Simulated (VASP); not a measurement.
Write the native input for VASP 6.6.1 that does the following.

- Task: single point
- Functional: PBE
- Potentials or basis: VASP PAW PBE potentials, release 64 (Re)
- Cutoff: 520 eV
- k mesh: 12 × 12 × 12
- Occupations: fermi-dirac, width 0.08 eV
- Spin: no spin polarisation
- Dipole correction: no
- Further INCAR settings: ALGO = Normal; EDIFF = 1e-06; NBANDS = 10

The structure of Re lies in POSCAR:

```
Re
1.0
    2.5803325610      0.0000000000      0.0000000000
    0.0000000000      2.5803325610      0.0000000000
    0.0000000000      0.0000000000      2.5803325610
Re
1
Direct
    0.0000000000      0.0000000000      0.0000000000
```

This isn't the form of Re at room conditions, which is hcp.

One way to write it, as run:

INCAR

```
SYSTEM = Re
PREC = Accurate
ENCUT = 520
EDIFF = 1E-6
ISMEAR = -1
SIGMA = 0.08
LREAL = .False.
LASPH = .True.
NELM = 60
ALGO = Normal
ISIF = 2
LWAVE = .False.
LCHARG = .False.
GGA = PE
NBANDS = 10
```

KPOINTS

```
regular mesh
0
Gamma
  12 12 12
  0 0 0
```

Potentials or basis: VASP PAW PBE potentials, release 64 (Re).

Run with:

```console
$ cat potpaw_PBE.64/Re/POTCAR > POTCAR
$ mpirun -np 1 vasp_std > vasp.out
```

It gave:

```yaml
Pressure: -1.0 GPa
Band_gap_on_the_k_mesh: zero (an odd number of electrons rules out a gap without spin polarisation)
```

Caveat: spin-orbit coupling is left out, which moves the levels of the heavy elements.

Wall time 11 s on 1 thread of Intel Xeon 8259CL, on a shared host, peak memory 0.13 GiB.
